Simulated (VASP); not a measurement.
A run of VASP 6.6.1 is set up as follows.

File INCAR:

```
SYSTEM = Sr2SO
ALGO = Normal
EDIFF = 1E-6
ENCUT = 520
GGA = PE
ISIF = 2
ISMEAR = -1
LASPH = .True.
LCHARG = .False.
LREAL = .False.
LWAVE = .False.
NBANDS = 24
NELM = 60
PREC = Accurate
SIGMA = 0.05
```

Contents of KPOINTS:

```
k-points
0
Gamma
  7 7 5
  0 0 0
```

Contents of POSCAR:

```
Sr2SO
1.0
    3.6745319851      0.0000000000      0.0000000000
    0.0000000000      3.6745319851      0.0000000000
    0.0000000000      0.0000000000      5.2051838625
Sr S O
2 1 1
Direct
    0.5000000000      0.5000000000      0.5000000000
    0.0000000000      0.0000000000      0.0000000000
    0.0000000000      0.0000000000      0.5000000000
    0.5000000000      0.5000000000      0.0000000000
```

Potentials or basis: VASP PAW PBE potentials, release 64 (Sr_sv, S, O).

The run is started by

```sh
$ cat potpaw_PBE.64/Sr_sv/POTCAR potpaw_PBE.64/S/POTCAR potpaw_PBE.64/O/POTCAR > POTCAR
$ mpirun -np 1 vasp_std > vasp.out
```

(1) Predict the pressure.

(2) What does it give for the band gap on the k mesh?

Answers

(1) 30.7 GPa.

(2) 1.66 eV, direct.
